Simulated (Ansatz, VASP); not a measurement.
# Two plane-wave programs on HfO2

File INCAR:

```
SYSTEM = HfO2
PREC = Accurate
ENCUT = 520
EDIFF = 1E-6
ISMEAR = 0
SIGMA = 0.05
LREAL = .FALSE.
LASPH = .TRUE.
NELM = 80
ALGO = Normal
ISIF = 2
LWAVE = .FALSE.
LCHARG = .TRUE.
GGA = PS
LELF = .TRUE.
LVHAR = .TRUE.
NBANDS = 31
```

File KPOINTS:

```
regular mesh
0
G
  6 6 6
  0 0 0
```

Contents of POSCAR:

```
HfO2
1.0
    0.0000000000     -2.5220673945     -2.5220673945
    0.0000000000      2.5220673945     -2.5220673945
    5.0441347890      0.0000000000      0.0000000000
Hf O
2 4
Direct
    0.0047976513     -0.0047976513      0.0000000000
    0.4952023487      0.5047976513      0.5000000000
   -0.0001908559      0.4998091441      0.7179627911
    0.5001908559      0.0001908559      0.2820372089
   -0.0001908559      0.4998091441      0.2179627911
    0.5001908559      0.0001908559      0.7820372089
```

Input for Ansatz:

```yaml
crystal:
  lattice:
    - [0.0, -2.5220673945, -2.5220673945]
    - [0.0, 2.5220673945, -2.5220673945]
    - [5.044134789, 0.0, 0.0]
  atoms:
    - { symbol: Hf, position: [0.0047976513, -0.0047976513, 0.0] }
    - { symbol: Hf, position: [0.4952023487, 0.5047976513, 0.5] }
    - { symbol: O, position: [-0.0001908559, 0.4998091441, 0.7179627911] }
    - { symbol: O, position: [0.5001908559, 0.0001908559, 0.2820372089] }
    - { symbol: O, position: [-0.0001908559, 0.4998091441, 0.2179627911] }
    - { symbol: O, position: [0.5001908559, 0.0001908559, 0.7820372089] }
basis:
  ecutwfc: 520.0
kpoints:
  mp_grid: { grid: [6, 6, 6] }
hamiltonian:
  xc: pbesol
  pseudopotentials: { kind: paw, azcp: { folder: soft_1 } }
scf:
  occupations: { method: gaussian, width: 0.05 }
output:
  forces: true
  stress: true
  eigenvalues: true
```

Change from the starting cell: mode 1 frozen in at -0.162 Å and mode 5 at -0.024 Å (largest displacements).

Alike in both runs: task single point; functional PBEsol; k mesh 6 × 6 × 6; occupations gaussian, width 0.05 eV; no spin polarisation.

```csv
,VASP,Ansatz
version,VASP 6.6.1,Ansatz 0.2.0
potentials or method,"VASP PAW PBE potentials, release 64 (Hf_pv, O), cutoff 520 eV","scalar-relativistic, plane waves, PAW"
valence electrons in the cell,44,76
```

```tsv
	VASP	Ansatz	Ansatz less VASP
gap on the k mesh at the Fermi level (eV)	4.29	4.27	-0.025
least direct gap on the mesh (eV)	4.37	4.36	-0.014
pressure (GPa)	-1.2	2.5	+3.67
traceless stress, the component that is largest in VASP (GPa)	3.06	2.98	-0.074
rms of the force components (eV/Å)	0.116	0.110	-0.0053
```

VASP's potentials were made for PBE, not for PBEsol, and Ansatz warns of the same on its side. Atom by atom the forces differ by 0.010 eV/Å (rms over components). VASP's potentials hold 44 valence electrons a cell and Ansatz's 76, so a difference there can come from the potentials and not from the codes.

Spin-orbit coupling is off throughout.
